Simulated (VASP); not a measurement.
Here is a VASP 6.6.1 calculation.

File POSCAR:

```
Cl
1.0
    6.2504734117     -4.0144901941      0.0000000000
    6.2504734117      4.0144901941      0.0000000000
    0.0000000000      0.0000000000      8.1465601234
Cl
16
Direct
    0.4774477232      0.1025032279      0.6159528591
    0.0442366652      0.4215122162      0.3788219756
    0.2539006767      0.2147801427      0.1166840956
    0.2257110451      0.2860255529      0.8743443726
    0.4816089323      0.5492795422      0.6102659190
    0.0717568566      0.9677677637      0.4224935369
    0.2848980865      0.6986602131      0.1003842097
    0.1691524619      0.8124386266      0.8789335488
    0.9325367317      0.0538283953      0.6402238394
    0.5463322440      0.4407449890      0.3796151938
    0.8419936522      0.1913680749      0.1041728026
    0.6846938977      0.2795602640      0.8954980862
    0.9248039748      0.5245392034      0.6040613370
    0.5582058667      0.9525461001      0.4031392330
    0.8271078066      0.6749350598      0.0879403072
    0.6756134117      0.8295106614      0.8874686850
```

INCAR.step1

```
ALGO = Normal ; EDIFF = 1E-5
ENCUT = 440 ; GGA = PE
GGA_COMPAT = F ; ISMEAR = -1
LASPH = T ; LCHARG = F
LREAL = F ; LWAVE = T
NBANDS = 70 ; NELM = 120
PREC = Accurate ; SIGMA = 0.146
```

The input INCAR.step2:

```
ALGO = Normal ; EDIFF = 1E-6
ENCUT = 440 ; GGA_COMPAT = F
ISIF = 2 ; ISMEAR = -1
ISTART = 1 ; LASPH = T
LCHARG = F ; LMIXTAU = T
LREAL = F ; LWAVE = F
METAGGA = R2SCAN ; NBANDS = 70
NELM = 120 ; PREC = Accurate
SIGMA = 0.146
```

KPOINTS

```
k-points
0
Gamma
  2 2 2
```

Potentials or basis: VASP PAW PBE potentials, release 64 (Cl).

Run with:

```console
$ cat potpaw_PBE.64/Cl/POTCAR > POTCAR
$ cp INCAR.step1 INCAR
$ mpirun -np 1 vasp_std > vasp.out
$ cp INCAR.step2 INCAR
$ mpirun -np 1 vasp_std > vasp.out
```

(1) Estimate the pressure.

(2) Predict the largest force.

(3) What does it give for the band gap on the k mesh?

## Answers

(1) 1.1 GPa.

(2) 1.077 eV/Å.

(3) 1.98 eV (least direct gap 2.02 eV).

Caveat: the k points lie up to 0.47 Å⁻¹ apart; the atoms stand as in a frame of molecular dynamics; the PAW data sets were made with another functional, which shifts forces and pressure a little.
